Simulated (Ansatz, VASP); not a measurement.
# One calculation of Al3P2, two programs

```xyz
5
Lattice="1.7960 1.0369 7.7575 -1.7960 1.0369 7.7575 0.0000 -2.0738 7.7575" Properties=species:S:1:pos:R:3 pbc="T T T"
Al    0.0000    0.0000    0.0000
Al    0.0000    0.0000    4.9082
Al    0.0000    0.0000   18.3642
P     0.0000    0.0000    9.2481
P     0.0000    0.0000   14.0243
```

Change from the starting cell: species swapped into the Bi2Se3 type (R-3m, No. 166).

Alike in both runs: functional PBE; k mesh 12 × 12 × 12; occupations gaussian, width 0.1 eV; no spin polarisation.

Ansatz relaxed the structure, and its values are those at the end. VASP's run is a single point on that final structure, the one shown.

|  | VASP | Ansatz |
| --- | --- | --- |
| version | VASP 6.6.1 | Ansatz 0.2.0 |
| potentials or method | VASP PAW PBE potentials, release 64 (Al, P), cutoff 520 eV | scalar-relativistic, plane waves, PAW |
| valence electrons in the cell | 19 | 19 |

|  | VASP | Ansatz | Ansatz less VASP |
| --- | --- | --- | --- |
| gap on the k mesh at the Fermi level (eV) | none | none | - |
| pressure (GPa) | -0.1 | 0.0 | +0.07 |

A gap of «none» marks a metal or a gap that the smearing closes.
